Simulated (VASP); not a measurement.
# Ge (I4_1/amd) in VASP: relaxation of the atoms with PBEsol

Aim: the relaxation of the atoms of Ge with PBEsol.

Program: VASP 6.6.1. These are calculated values, not measurements. Logs are shortened: lines on timing, memory, paths and dates and some standing lists are left out, and cuts for length are marked.

### Step 1. The cell of the first run

The structure is tetragonal, space group I4_1/amd (No. 141). Conventional cell: a = 4.053 Å, b = 4.053 Å, c = 5.632 Å, α = 90.00°, β = 90.00°, γ = 90.00°. Within 3.3 Å of Ge (site symmetry -4m2) lie 4 Ge at 2.47 Å.

### Step 2. Relaxation of the atoms, PBEsol (strained cell)

Input file INCAR:

```
SYSTEM = Ge
PREC = Accurate
ENCUT = 520
EDIFF = 1E-7
ISMEAR = 0
SIGMA = 0.1
LREAL = .FALSE.
LASPH = .TRUE.
NELM = 80
ALGO = Normal
ISIF = 2
LWAVE = .FALSE.
LCHARG = .FALSE.
GGA = PS
IBRION = 2
NSW = 60
EDIFFG = -0.002
```

Input file KPOINTS:

```
regular mesh
0
G
  10 10 10
  0 0 0
```

Input file POSCAR:

```
Ge
1.0
    0.0000000000      2.8662440442      2.8160910551
    2.8662440442      0.0000000000      2.8160910551
    2.8662440442      2.8662440442      0.0000000000
Ge
2
Direct
    0.0000000000      0.0000000000      0.0000000000
    0.2500000000      0.2500000000      0.2500000000
```

Potentials or basis: VASP PAW PBE potentials, release 64 (Ge_d).

Started as:

```sh
$ cat potpaw_PBE.64/Ge_d/POTCAR > POTCAR
$ mpirun -np 1 vasp_std > vasp.out
```

OUTCAR:

```text
SYSTEM = Ge
   PREC = Accurate
   ENCUT = 520
   EDIFF = 1E-7
   ISMEAR = 0
   LREAL = .FALSE.
   LASPH = .TRUE.
   NELM = 80
   ISIF = 2
   GGA = PS
   IBRION = 2
   NSW = 60
   EDIFFG = -0.002

 ion  position               nearest neighbor table
   1  0.000  0.000  0.000-   2 2.47   2 2.47   2 2.47   2 2.47
   2  0.250  0.250  0.250-   1 2.47   1 2.47   1 2.47   1 2.47

  LATTYP: Found a body centered tetragonal cell.
 ALAT       =     4.0534812004
 C/A-ratio  =     1.3894679244

  Lattice vectors:

 A1 = (   0.0000000000,  -2.8662440442,  -2.8160910551)
 A2 = (   0.0000000000,   2.8662440442,  -2.8160910551)
 A3 = (   2.8662440442,   0.0000000000,   2.8160910551)

Analysis of symmetry for initial positions (statically):
=====================================================================
 Subroutine PRICEL returns:
 Original cell was already a primitive cell.

 Routine SETGRP: Setting up the symmetry group for a
 body centered tetragonal supercell.

 Subroutine GETGRP returns: Found 16 space group operations
 (whereof  8 operations were pure point group operations)
 out of a pool of 16 trial point group operations.

The static configuration has the point symmetry D_2d.
 The point group associated with its full space group is D_4h.

Analysis of symmetry for dynamics (positions and initial velocities):
=====================================================================
 Subroutine PRICEL returns:
 Original cell was already a primitive cell.

 Routine SETGRP: Setting up the symmetry group for a
 body centered tetragonal supercell.

 Subroutine GETGRP returns: Found 16 space group operations
 (whereof  8 operations were pure point group operations)
 out of a pool of 16 trial point group operations.

The dynamic configuration has the point symmetry D_2d.
 The point group associated with its full space group is D_4h.

 Subroutine INISYM returns: Found 16 space group operations
 (whereof  8 operations are pure point group operations),
 and found     1 'primitive' translations

----------------------------------------------------------------------------------------

                                     Primitive cell

  volume of cell :      46.2704

  direct lattice vectors                    reciprocal lattice vectors
[... 85 lines left out ...]
   ENCUT  =  520.0 eV  38.22 Ry    6.18 a.u.   7.47  7.47  7.54*2*pi/ulx,y,z
   NELM   =     80;   NELMIN=  2; NELMDL= -5     # of ELM steps
   EDIFF  = 0.1E-06   stopping-criterion for ELM
   LREAL  =      F    real-space projection
   EDIFFG = -.2E-02   stopping-criterion for IOM
   NSW    =     60    number of steps for IOM
   IBRION =      2    ionic relax: 0-MD 1-quasi-New 2-CG
   NFREE  =      1    steps in history (QN), initial steepest desc. (CG)
   ISIF   =      2    stress and relaxation
   ISYM   =      2    0-nonsym 1-usesym 2-fastsym
   POTIM  = 0.5000    time-step for ionic-motion
   TEBEG  =    0.0;   TEEND  =   0.0 temperature during run
   PSTRESS=    0.0 pullay stress
   NELECT =      28.0000    total number of electrons
   NUPDOWN=      -1.0000    fix difference up-down
   EMIN   =  10.00;   EMAX   =-10.00  energy-range for DOS
   EFERMI =   0.00;   METHOD = LEGACY
   ISMEAR =     0;   SIGMA  =   0.10  broadening in eV -4-tet -1-fermi 0-gaus
   EFERMI_NEDOS =   21; number of points for ismear=-14 and -15
   IALGO  =     38    algorithm
   IMIX   =      4    mixing-type and parameters
     AMIX     =   0.40;   BMIX     =  1.00
     AMIX_MAG =   1.60;   BMIX_MAG =  1.00
  volume/ion in A,a.u.               =      23.14       156.12
  Fermi-wavevector in a.u.,A,eV,Ry     =   1.384713  2.616729 26.088228  1.917431
  Thomas-Fermi vector in A             =   2.509192
   LORBIT       =      0    0 simple, 1 ext, 2 COOP (PROOUT), +10 PAW based schemes
   GGA     = PS    functional components
   LHFCALC =     F    Hartree Fock is set to
   AEXX    =    0.0000 exact exchange contribution
   IVDW    =     0    specifies the selected vdW correction
   LEPSILON=     F    determine dielectric tensor
   LRPA    =     F    only Hartree local field effects (RPA)
 conjugate gradient relaxation of ions
 non-spin polarized calculation
 Gauss-broadening in eV      SIGMA  =   0.10
  energy-cutoff  :      520.00
  volume of cell :       46.27
 maximum number of plane-waves:      1271
 NGX is ok and might be reduce to    30
   NGX = 15   NGY = 15   NGZ = 15

 number of electron      28.0000009 magnetization

 Free energy of the ion-electron system (eV)
  ---------------------------------------------------
  ext. energy  EPLUGINS =         0.00000000
  ---------------------------------------------------
  free energy    TOTEN  =        -9.86790331 eV

  energy without entropy =       -9.86754650  energy(sigma->0) =       -9.86772490

 E-fermi :   4.6358     XC(G=0): -10.0263

 val. band max:        4.6094618168   @ k =   0.0000   0.0000   0.0000
 cond. band min:       4.7053884844   @ k =   0.5000   0.0000   0.0000
 fundamental gap:      0.0959266675
 Fermi energy:         4.6358303760

 k-point     1 :       0.0000    0.0000    0.0000
  band No.  band energies     occupation
      1     -20.0829      2.00000
      2     -20.0789      2.00000
      3     -20.0789      2.00000
      4     -20.0459      2.00000
      5     -20.0446      2.00000
      6     -19.8473      2.00000
[... 481 lines left out ...]
      5     -19.9620      2.00000
      6     -19.9478      2.00000
[... 10 lines left out ...]
     17      11.2146      0.00000
     18      11.7397      0.00000

 [... further k-points ...]

------------------------ aborting loop because EDIFF is reached ----------------------------------------

  FORCE on cell =-STRESS in cart. coord.  units (eV):
  Direction    XX          YY          ZZ          XY          YZ          ZX
  --------------------------------------------------------------------------------------
  -------------------------------------------------------------------------------------
  Total       -0.3737000     -0.3737000     -0.0298185      0.0000000      0.0000000      0.0000000
  in kB      -12.9398925    -12.9398925     -1.0325084      0.0000000      0.0000000      0.0000000
  external PRESSURE =      -8.9707645 kB  Pullay stress =       0.0000000 kB

 VOLUME and BASIS-vectors are now :
 -----------------------------------------------------------------------------
  energy-cutoff  :      520.00
  volume of cell :       46.27
      direct lattice vectors                 reciprocal lattice vectors
     0.000000000  2.866244044  2.816091055    -0.174444322  0.174444322  0.177551077
     2.866244044  0.000000000  2.816091055     0.174444322 -0.174444322  0.177551077
     2.866244044  2.866244044  0.000000000     0.174444322  0.174444322 -0.177551077

 POSITION                                       TOTAL-FORCE (eV/Angst)
 -----------------------------------------------------------------------------------
      0.00000      0.00000      0.00000        -0.000000     -0.000000      0.000000
      1.43312      1.43312      1.40805         0.000000      0.000000     -0.000000
 -----------------------------------------------------------------------------------
    total drift:                                0.000000      0.000000      0.000000

  FREE ENERGIE OF THE ION-ELECTRON SYSTEM (eV)
  ---------------------------------------------------
  free  energy   TOTEN  =        -9.8679033064 eV

  energy  without entropy=       -9.8675464998  energy(sigma->0) =       -9.86772490

 reached required accuracy - stopping structural energy minimisation
```

OSZICAR:

```text
N       E                     dE             d eps       ncg     rms          rms(c)
DAV:   1     0.162566702707E+03    0.16257E+03   -0.15463E+04  3726   0.422E+03
DAV:   2     0.108777355383E+02   -0.15169E+03   -0.14927E+03  3672   0.536E+02
DAV:   3    -0.936872046302E+01   -0.20246E+02   -0.20108E+02  4038   0.148E+02
DAV:   4    -0.100005888220E+02   -0.63187E+00   -0.63051E+00  4220   0.301E+01
DAV:   5    -0.100110648047E+02   -0.10476E-01   -0.10475E-01  4210   0.400E+00    0.315E+00
DAV:   6    -0.991353009866E+01    0.97535E-01   -0.38813E-02  4406   0.266E+00    0.181E+00
DAV:   7    -0.986677559292E+01    0.46755E-01   -0.69398E-02  3804   0.282E+00    0.155E-01
DAV:   8    -0.986779429412E+01   -0.10187E-02   -0.74640E-03  4190   0.141E+00    0.478E-02
DAV:   9    -0.986789324929E+01   -0.98955E-04   -0.36221E-04  4286   0.331E-01    0.100E-02
DAV:  10    -0.986790237989E+01   -0.91306E-05   -0.24563E-05  4400   0.664E-02    0.502E-03
DAV:  11    -0.986790361853E+01   -0.12386E-05   -0.40913E-06  4754   0.287E-02    0.144E-03
DAV:  12    -0.986790334870E+01    0.26982E-06   -0.85470E-07  4558   0.181E-02    0.354E-04
DAV:  13    -0.986790330643E+01    0.42269E-07   -0.17868E-08  2078   0.181E-03
   1 F= -.98679033E+01 E0= -.98677249E+01  d E =-.986790E+01
```

Wall time 90 s (1 thread of Intel Xeon 8259CL, shared host); peak memory 0.21 GiB.

What came out:

```yaml
Free_energy: -9.8679 eV
Pressure_after_relaxing: -0.9 GPa
Band_gap_on_the_k_mesh: 0.10 eV (least direct gap 0.13 eV)
```

Final structure:
```
CELL_PARAMETERS angstrom
0.00000 2.86624 2.81609
2.86624 0.00000 2.81609
2.86624 2.86624 0.00000
ATOMIC_POSITIONS crystal
Ge 0.00000 0.00000 0.00000
Ge 0.25000 0.25000 0.25000
```

Caveat: the cell differs from its parent crystal (strained cell); the PAW data sets were made with another functional, which shifts forces and pressure a little.
